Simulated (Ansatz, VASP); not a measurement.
**Ca: VASP beside Ansatz**

Contents of INCAR:

```
ALGO     = Fast           # electronic algorithm
EDIFF    = 1E-6           # SCF threshold, eV
ENCUT    = 520            # plane-wave cutoff, eV
GGA      = PS             # functional
ISIF     = 2              # what is computed and relaxed
ISMEAR   = 0              # smearing method
LASPH    = True           # aspherical terms in the spheres
LCHARG   = True           # write CHGCAR
LELF     = True           # ELF
LREAL    = False          # projectors in reciprocal space
LVHAR    = True         
LWAVE    = False          # write WAVECAR
NBANDS   = 17             # bands
NELM     = 100            # most SCF steps
PREC     = Accurate       # precision mode
SIGMA    = 0.15           # smearing width, eV
```

File KPOINTS:

```
k-points
0
Gamma
  12 12 8
```

POSCAR

```
Ca
1.0
    3.9799995206      0.0000000000      0.0000000000
   -1.9899997603      3.4467806919      0.0000000000
    0.0000000000      0.0000000000      6.5200000000
Ca
2
Direct
    0.3082077022      0.6666666667      0.2500000000
    0.6666666667      0.3333333333      0.7500000000
```

Input for Ansatz:

```yaml
crystal:
  lattice:
    - [3.9799995206, 0.0, 0.0]
    - [-1.9899997603, 3.4467806919, 0.0]
    - [0.0, 0.0, 6.52]
  atoms:
    - { symbol: Ca, position: [0.3082077022, 0.6666666667, 0.25] }
    - { symbol: Ca, position: [0.6666666667, 0.3333333333, 0.75] }
basis:
  ecutwfc: 420
kpoints:
  mp_grid: { grid: [12, 12, 8] }
hamiltonian:
  xc: pbesol
scf:
  occupations: { method: gaussian, width: 0.15 }
output:
  forces: true
  stress: true
  eigenvalues: true
```

Alike in both runs: task single point; functional PBEsol; k mesh 12 × 12 × 8; occupations gaussian, width 0.15 eV; no spin polarisation.

|  | VASP | Ansatz |
| --- | --- | --- |
| version | VASP 6.6.1 | Ansatz 0.2.0 |
| potentials or method | VASP PAW PBE potentials, release 64 (Ca_sv), cutoff 520 eV | scalar-relativistic, plane waves, PAW |
| valence electrons in the cell | 20 | 20 |

|  | VASP | Ansatz | Ansatz less VASP |
| --- | --- | --- | --- |
| gap on the k mesh at the Fermi level (eV) | none | none | - |
| pressure (GPa) | -1.4 | -1.4 | 0.00 |
| traceless stress, the component that is largest in VASP (GPa) | 0.15 | 0.15 | 0.000 |
| rms of the force components (eV/Å) | 0.021 | 0.020 | 0.0000 |

VASP's potentials were made for PBE, not for PBEsol. Atom by atom the forces differ by 0.000 eV/Å (rms over components). A gap of «none» marks a metal or a gap that the smearing closes.
